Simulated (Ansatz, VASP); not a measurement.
## One calculation of Si4F, two programs

```
Si F
1.0
     4.01421    0.00000    0.00000
    -2.00711    3.47641    0.00000
     0.00000    0.00000    6.18350
Si F
4 1
Direct
  0.50000 0.00000 0.04141
  0.00000 0.50000 0.04141
  0.50000 0.50000 0.04141
  0.00000 0.00000 0.95247
  0.00000 0.00000 0.54529
```

Alike in both runs: task relaxation of cell and atoms; functional PBE; k mesh 6 × 6 × 4; occupations gaussian, width 0.1 eV; no spin polarisation.

```csv
,VASP,Ansatz
version,VASP 6.6.1,Ansatz 0.2.0
potentials or method,"VASP PAW PBE potentials, release 64 (Si, F), cutoff 600 eV","scalar-relativistic, plane waves, PAW"
valence electrons in the cell,23,23
```

Ansatz gave:

- gap on the k mesh at the Fermi level, each at its own relaxed structure (eV): none
- relaxed volume (Å³/atom): 23.88
- relaxed cell length with the largest relative difference (Å): 5.764

Question: Estimate VASP's values.

Answer: gap on the k mesh at the Fermi level, each at its own relaxed structure (eV): none; relaxed volume (Å³/atom): 22.77; relaxed cell length with the largest relative difference (Å): 5.540.

A gap of «none» marks a metal or a gap that the smearing closes.

Noted on VASP's run: the volume moved by over 15 % at a fixed basis, so the end points are rough.
